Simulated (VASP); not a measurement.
# Na (I4/mmm) in VASP: notebook

The runs below take Na through single point, with PBE.

Program: VASP 6.6.1. These are calculated values, not measurements. Logs are shortened: lines on timing, memory, paths and dates and some standing lists are left out, and cuts for length are marked.

### Step 1. The cell of the first run

The structure is tetragonal, space group I4/mmm (No. 139). Conventional cell: a = 4.754 Å, b = 4.754 Å, c = 3.361 Å, α = 90.00°, β = 90.00°, γ = 90.00°. Na (site symmetry 4/mmm) has 10 Na at 3.36 to 3.76 Å within 4.4 Å.

### Step 2. Single point, PBE

INCAR

```
ALGO = Fast
EDIFF = 1E-6
ENCUT = 520
GGA = PE
ISIF = 2
ISMEAR = 0
LASPH = True
LCHARG = False
LREAL = False
LWAVE = False
NBANDS = 10
NELM = 60
PREC = Accurate
SIGMA = 0.15
```

KPOINTS

```
k-points
0
Gamma
  18 18 18
```

POSCAR

```
Na
1.0
   -2.3769330413      2.3769330413      1.6804916602
    2.3769330413     -2.3769330413      1.6804916602
    2.3769330413      2.3769330413     -1.6804916602
Na
1
Direct
    0.0000000000      0.0000000000      0.0000000000
```

Potentials or basis: VASP PAW PBE potentials, release 64 (Na_pv).

Launch:

```
$ cat potpaw_PBE.64/Na_pv/POTCAR > POTCAR
$ mpirun -np 1 vasp_std > vasp.out
```

OUTCAR:

```text
EDIFF = 1E-6
   ENCUT = 520
   GGA = PE
   ISIF = 2
   ISMEAR = 0
   LASPH = True
   LREAL = False
   NELM = 60
   PREC = Accurate

 ion  position               nearest neighbor table
   1  0.000  0.000  0.000-

  LATTYP: Found a body centered tetragonal cell.
 ALAT       =     4.7538660826
 C/A-ratio  =     0.7070000000

  Lattice vectors:

 A1 = (  -2.3769330413,   2.3769330413,   1.6804916602)
 A2 = (   2.3769330413,  -2.3769330413,   1.6804916602)
 A3 = (   2.3769330413,   2.3769330413,  -1.6804916602)

Analysis of symmetry for initial positions (statically):
=====================================================================
 Subroutine PRICEL returns:
 Original cell was already a primitive cell.

 Routine SETGRP: Setting up the symmetry group for a
 body centered tetragonal supercell.

 Subroutine GETGRP returns: Found 16 space group operations
 (whereof 16 operations were pure point group operations)
 out of a pool of 16 trial point group operations.

The static configuration has the point symmetry D_4h.

Analysis of symmetry for dynamics (positions and initial velocities):
=====================================================================
 Subroutine PRICEL returns:
 Original cell was already a primitive cell.

 Routine SETGRP: Setting up the symmetry group for a
 body centered tetragonal supercell.

 Subroutine GETGRP returns: Found 16 space group operations
 (whereof 16 operations were pure point group operations)
 out of a pool of 16 trial point group operations.

The dynamic configuration has the point symmetry D_4h.

 Subroutine INISYM returns: Found 16 space group operations
 (whereof 16 operations are pure point group operations),
 and found     1 'primitive' translations

----------------------------------------------------------------------------------------

                                     Primitive cell

  volume of cell :      37.9778

  direct lattice vectors                    reciprocal lattice vectors
    -2.376933041  2.376933041  1.680491660     0.000000000  0.210355105  0.297531973
     2.376933041 -2.376933041  1.680491660     0.210355105  0.000000000  0.297531973
     2.376933041  2.376933041 -1.680491660     0.210355105  0.210355105  0.000000000

  length of vectors
     3.758147627  3.758147627  3.758147627     0.364382417  0.364382417  0.297487043

  position of ions in fractional coordinates (direct lattice)
     0.000000000  0.000000000  0.000000000

  ion indices of the primitive-cell ions
   primitive index   ion index
                 1           1

----------------------------------------------------------------------------------------

 KPOINTS: k-points

Automatic generation of k-mesh.
 Grid dimensions read from file:
 generate k-points for:   18   18   18

 Generating k-lattice:

  Cartesian coordinates                     Fractional coordinates (reciprocal lattice)
     0.000000000  0.011686395  0.016529554     0.055555556 -0.000000000  0.000000000
     0.011686395  0.000000000  0.016529554    -0.000000000  0.055555556  0.000000000
     0.011686395  0.011686395  0.000000000     0.000000000  0.000000000  0.055555556

  Length of vectors
     0.020243468  0.020243468  0.016527058

  Shift w.r.t. Gamma in fractional coordinates (k-lattice)
     0.000000000  0.000000000  0.000000000

 Subroutine IBZKPT returns following result:
 ===========================================

 Found    480 irreducible k-points:

 Following reciprocal coordinates:
            Coordinates               Weight
  0.000000  0.000000  0.000000      1.000000
  0.055556  0.000000 -0.000000      8.000000
  0.111111  0.000000 -0.000000      8.000000
  0.166667  0.000000  0.000000      8.000000
  0.222222  0.000000 -0.000000      8.000000
  0.277778  0.000000  0.000000      8.000000
[... 16 lines left out ...]
 -0.277778  0.055556  0.000000     16.000000
 -0.222222  0.055556  0.000000     16.000000
 [... further k-points ...]
   k-points           NKPTS =    480   k-points in BZ     NKDIM =    480   number of bands    NBANDS=     10
   number of dos      NEDOS =    301   number of ions     NIONS =      1
   total plane-waves  NPLWV =  21952
   dimension x,y,z NGX =    28 NGY =   28 NGZ =   28
   dimension x,y,z NGXF=    56 NGYF=   56 NGZF=   56
   ions per type =               1
   NGX,Y,Z   is equivalent  to a cutoff of  12.39, 12.39, 12.39 a.u.
   NGXF,Y,Z  is equivalent  to a cutoff of  24.77, 24.77, 24.77 a.u.
 SYSTEM =  unknown system
   PREC   = accura    normal or accurate (medium, high low for compatibility)
   ISTART =      0    job   : 0-new  1-cont  2-samecut
   ICHARG =      2    charge: 1-file 2-atom 10-const
   ISPIN  =      1    spin polarized calculation?
   LNONCOLLINEAR =      F non collinear calculations
   LSORBIT =      F    spin-orbit coupling
   LASPH  =      T    aspherical Exc in radial PAW
   ENCUT  =  520.0 eV  38.22 Ry    6.18 a.u.   6.99  6.99  6.99*2*pi/ulx,y,z
   NELM   =     60;   NELMIN=  2; NELMDL= -5     # of ELM steps
   EDIFF  = 0.1E-05   stopping-criterion for ELM
   LREAL  =      F    real-space projection
   EDIFFG = 0.1E-04   stopping-criterion for IOM
   NSW    =      0    number of steps for IOM
   IBRION =     -1    ionic relax: 0-MD 1-quasi-New 2-CG
   NFREE  =      0    steps in history (QN), initial steepest desc. (CG)
   ISIF   =      2    stress and relaxation
   ISYM   =      2    0-nonsym 1-usesym 2-fastsym
   POTIM  = 0.5000    time-step for ionic-motion
   TEBEG  =    0.0;   TEEND  =   0.0 temperature during run
   PSTRESS=    0.0 pullay stress
   NELECT =       7.0000    total number of electrons
   NUPDOWN=      -1.0000    fix difference up-down
   EMIN   =  10.00;   EMAX   =-10.00  energy-range for DOS
   EFERMI =   0.00;   METHOD = LEGACY
   ISMEAR =     0;   SIGMA  =   0.15  broadening in eV -4-tet -1-fermi 0-gaus
   EFERMI_NEDOS =   21; number of points for ismear=-14 and -15
   IALGO  =     68    algorithm
   IMIX   =      4    mixing-type and parameters
     AMIX     =   0.40;   BMIX     =  1.00
     AMIX_MAG =   1.60;   BMIX_MAG =  1.00
  volume/ion in A,a.u.               =      37.98       256.29
  Fermi-wavevector in a.u.,A,eV,Ry     =   0.931674  1.760609 11.810087  0.868017
  Thomas-Fermi vector in A             =   2.058192
   LORBIT       =      0    0 simple, 1 ext, 2 COOP (PROOUT), +10 PAW based schemes
   GGA     = PE    functional components
   LHFCALC =     F    Hartree Fock is set to
   AEXX    =    0.0000 exact exchange contribution
   IVDW    =     0    specifies the selected vdW correction
   LEPSILON=     F    determine dielectric tensor
   LRPA    =     F    only Hartree local field effects (RPA)
 non-spin polarized calculation
 RMM-DIIS sequential band-by-band and
 Gauss-broadening in eV      SIGMA  =   0.15
  energy-cutoff  :      520.00
  volume of cell :       37.98
 maximum number of plane-waves:      1046
   NGX = 13   NGY = 13   NGZ = 13

 number of electron       6.9999998 magnetization

 Free energy of the ion-electron system (eV)
  ---------------------------------------------------
  ext. energy  EPLUGINS =         0.00000000
  ---------------------------------------------------
  free energy    TOTEN  =        -1.26640559 eV

  energy without entropy =       -1.26127302  energy(sigma->0) =       -1.26383930

 E-fermi :   0.2794     XC(G=0):  -6.4341

 val. band max:        0.2559820293   @ k =  -0.3333   0.4444   0.2222
 cond. band min:       0.3091156164   @ k =   0.2222   0.1667   0.1111
 fundamental gap:      0.0531335871
 Fermi energy:         0.2794040021

 k-point     1 :       0.0000    0.0000    0.0000
  band No.  band energies     occupation
      1     -24.7120      2.00000
      2     -24.7098      2.00000
      3     -24.7098      2.00000
      4      -2.9652      2.00000
      5       8.7897      0.00000
      6      10.0496      0.00000
      7      10.0496      0.00000
      8      10.4601      0.00000
      9      14.8489      0.00000
     10      14.8490      0.00000

 k-point     2 :       0.0556    0.0000   -0.0000
  band No.  band energies     occupation
      1     -24.7138      2.00000
      2     -24.7100      2.00000
      3     -24.7100      2.00000
      4      -2.9014      2.00000
      5       8.5486      0.00000
      6       9.6076      0.00000
      7      10.4014      0.00000
      8      10.9534      0.00000
      9      13.8930      0.00000
     10      14.1164      0.00000

 k-point     3 :       0.1111    0.0000   -0.0000
  band No.  band energies     occupation
      1     -24.7190      2.00000
      2     -24.7106      2.00000
      3     -24.7105      2.00000
      4      -2.7105      2.00000
      5       8.1438      0.00000
      6       9.0724      0.00000
      7      11.1323      0.00000
      8      11.5586      0.00000
      9      12.3448      0.00000
     10      13.0276      0.00000

 k-point     4 :       0.1667    0.0000    0.0000
  band No.  band energies     occupation
      1     -24.7270      2.00000
      2     -24.7114      2.00000
      3     -24.7112      2.00000
      4      -2.3941      2.00000
      5       7.7845      0.00000
      6       8.5625      0.00000
      7      10.6549      0.00000
      8      11.7877      0.00000
      9      12.1704      0.00000
     10      12.2492      0.00000
[... 222 lines left out ...]
 k-point    22 :      -0.3333    0.0556    0.0000
  band No.  band energies     occupation
      1     -24.7478      2.00000
      2     -24.7156      2.00000
      3     -24.7129      2.00000
      4      -1.1472      2.00000
      5       6.2335      0.00000
      6       6.8432      0.00000
      7       8.5357      0.00000
      8      10.1275      0.00000
      9      11.9509      0.00000
     10      14.6113      0.00000

 k-point    23 :      -0.2778    0.0556    0.0000
  band No.  band energies     occupation
      1     -24.7375      2.00000
      2     -24.7147      2.00000
      3     -24.7120      2.00000
      4      -1.7462      2.00000
      5       6.6142      0.00000
      6       7.7402      0.00000
      7       9.0430      0.00000
      8      10.8959      0.00000
      9      12.5445      0.00000
     10      13.7777      0.00000

 k-point    24 :      -0.2222    0.0556    0.0000
  band No.  band energies     occupation
      1     -24.7278      2.00000
      2     -24.7136      2.00000
      3     -24.7111      2.00000
      4      -2.2262      2.00000
      5       6.8945      0.00000
      6       8.3873      0.00000
      7      10.2002      0.00000
      8      11.6654      0.00000
      9      12.5673      0.00000
     10      13.2440      0.00000

 [... further k-points ...]
[... 5 lines left out ...]
  --------------------------------------------------------------------------------------
  -------------------------------------------------------------------------------------
  Total       -0.2001584     -0.2001584      0.3809030      0.0000000     -0.0000000      0.0000000
  in kB       -8.4441153     -8.4441153     16.0692177      0.0000000     -0.0000000      0.0000000
  external PRESSURE =      -0.2730043 kB  Pullay stress =       0.0000000 kB

 VOLUME and BASIS-vectors are now :
 -----------------------------------------------------------------------------
  energy-cutoff  :      520.00
  volume of cell :       37.98
      direct lattice vectors                 reciprocal lattice vectors
    -2.376933041  2.376933041  1.680491660     0.000000000  0.210355105  0.297531973
     2.376933041 -2.376933041  1.680491660     0.210355105  0.000000000  0.297531973
     2.376933041  2.376933041 -1.680491660     0.210355105  0.210355105  0.000000000

 POSITION                                       TOTAL-FORCE (eV/Angst)
 -----------------------------------------------------------------------------------
      0.00000      0.00000      0.00000         0.000000      0.000000      0.000000
 -----------------------------------------------------------------------------------
    total drift:                               -0.000000     -0.000000     -0.000000

  FREE ENERGIE OF THE ION-ELECTRON SYSTEM (eV)
  ---------------------------------------------------
  free  energy   TOTEN  =        -1.2664055855 eV

  energy  without entropy=       -1.2612730190  energy(sigma->0) =       -1.26383930
```

Run time: 1.8 min. Hardware: 1 thread of Intel Xeon Platinum 8259CL at 2.50GHz (Skylake/Cascade Lake), shared host; peak memory 0.26 GiB.

Results:

| Quantity | Value |
| --- | --- |
| Free energy | -1.2664 eV |
| Pressure | 0.0 GPa |
| Band gap on the k mesh | zero (an odd number of electrons rules out a gap without spin polarisation) |

### Step 3. Single point, PBE

INCAR

```
ALGO = Fast
EDIFF = 1E-6
ENCUT = 520
GGA = PE
ISIF = 2
ISMEAR = 0
LASPH = T
LCHARG = T
LELF = T
LREAL = F
LVHAR = T
LWAVE = F
NBANDS = 10
NELM = 100
PREC = Accurate
SIGMA = 0.15
```

KPOINTS is that of step 2.

POSCAR

```
Na
1.0
   -2.2353752790      2.2353752790      1.9000689872
    2.2353752790     -2.2353752790      1.9000689872
    2.2353752790      2.2353752790     -1.9000689872
Na
1
Direct
    0.0000000000      0.0000000000      0.0000000000
```

Potentials or basis: VASP PAW PBE potentials, release 64 (Na_pv).

Launch:

```
$ cat potpaw_PBE.64/Na_pv/POTCAR > POTCAR
$ mpirun -np 1 vasp_std > vasp.out
```

OUTCAR:

```text
EDIFF = 1E-6
   ENCUT = 520
   GGA = PE
   ISIF = 2
   ISMEAR = 0
   LASPH = T
   LREAL = F
   NELM = 100
   PREC = Accurate

 ion  position               nearest neighbor table
   1  0.000  0.000  0.000-

  LATTYP: Found a body centered tetragonal cell.
 ALAT       =     4.4707505580
 C/A-ratio  =     0.8500000000

  Lattice vectors:

 A1 = (  -2.2353752790,   2.2353752790,   1.9000689872)
 A2 = (   2.2353752790,  -2.2353752790,   1.9000689872)
 A3 = (   2.2353752790,   2.2353752790,  -1.9000689872)

Analysis of symmetry for initial positions (statically):
[... 484 lines left out ...]
      5       7.8986      0.00000
      6       8.4923      0.00000
      7      10.0354      0.00000
      8      10.8030      0.00000
      9      12.7117      0.00000
     10      14.1390      0.00000

 [... further k-points ...]
[... 5 lines left out ...]
  --------------------------------------------------------------------------------------
  -------------------------------------------------------------------------------------
  Total       -0.1044220     -0.1044220      0.0298064      0.0000000      0.0000000      0.0000000
  in kB       -4.4052678     -4.4052678      1.2574495      0.0000000      0.0000000      0.0000000
  external PRESSURE =      -2.5176954 kB  Pullay stress =       0.0000000 kB

 VOLUME and BASIS-vectors are now :
 -----------------------------------------------------------------------------
  energy-cutoff  :      520.00
  volume of cell :       37.98
      direct lattice vectors                 reciprocal lattice vectors
    -2.235375279  2.235375279  1.900068987     0.000000000  0.223676089  0.263148340
     2.235375279 -2.235375279  1.900068987     0.223676089  0.000000000  0.263148340
     2.235375279  2.235375279 -1.900068987     0.223676089  0.223676089  0.000000000

 POSITION                                       TOTAL-FORCE (eV/Angst)
 -----------------------------------------------------------------------------------
      0.00000      0.00000      0.00000        -0.000000     -0.000000      0.000000
 -----------------------------------------------------------------------------------
    total drift:                               -0.000000     -0.000000     -0.000000

  FREE ENERGIE OF THE ION-ELECTRON SYSTEM (eV)
  ---------------------------------------------------
  free  energy   TOTEN  =        -1.3077491196 eV

  energy  without entropy=       -1.3026980467  energy(sigma->0) =       -1.30522358
```

Wall time 94 s (1 thread of Intel Xeon Platinum 8259CL at 2.50GHz (Skylake/Cascade Lake), shared host); peak memory 0.26 GiB.

What came out:

```yaml
Free_energy: -1.3077 eV
Pressure: -0.3 GPa
Band_gap_on_the_k_mesh: zero (an odd number of electrons rules out a gap without spin polarisation)
```

### Step 4. Single point, PBE

INCAR

```
SYSTEM = Na
  PREC = Accurate
  ENCUT = 520
  EDIFF = 1E-6
  ISMEAR = 0
  SIGMA = 0.15
  LREAL = .False.
  LASPH = .True.
  NELM = 80
  ALGO = Fast
  ISIF = 2
  LWAVE = .False.
  LCHARG = .True.
  GGA = PE
  LELF = .True.
  LVHAR = .True.
  NBANDS = 10
```

KPOINTS

```
Automatic mesh
0
Gamma
  18 18 18
  0 0 0
```

POSCAR

```
Na
1.0
   -1.9926437912      1.9926437912      2.3911725494
    1.9926437912     -1.9926437912      2.3911725494
    1.9926437912      1.9926437912     -2.3911725494
Na
1
Direct
    0.0000000000      0.0000000000      0.0000000000
```

Launch:

```
$ cat potpaw_PBE.64/Na_pv/POTCAR > POTCAR
$ mpirun -np 1 vasp_std > vasp.out
```

It took 97 s on 1 thread of Intel Xeon Platinum 8259CL at 2.50GHz (Skylake/Cascade Lake), shared host; peak memory 0.26 GiB.

Results (log left out):

```yaml
Free_energy: -1.3131 eV
Pressure: -0.3 GPa
Band_gap_on_the_k_mesh: zero (an odd number of electrons rules out a gap without spin polarisation)
```

Levels at points of the mesh, in eV from the Fermi level:
```
           k point  band 2  band 3  band 4  band 5  band 6  band 7
(0.00, 0.00, 0.00)  -24.92  -24.92   -3.23   10.98   10.98   11.50
(0.50, 0.00, 0.00)  -24.93  -24.92    0.59    0.99    8.99    9.91
(0.50, 0.50, 0.00)  -24.93  -24.92    1.23    1.75    6.87    7.73
(0.50, 0.50, 0.50)  -24.94  -24.94    3.00    3.39    5.32    5.91
```

[end of part 1 of 2]

The gap in the log of VASP goes by the Fermi energy; the results here count the filled bands.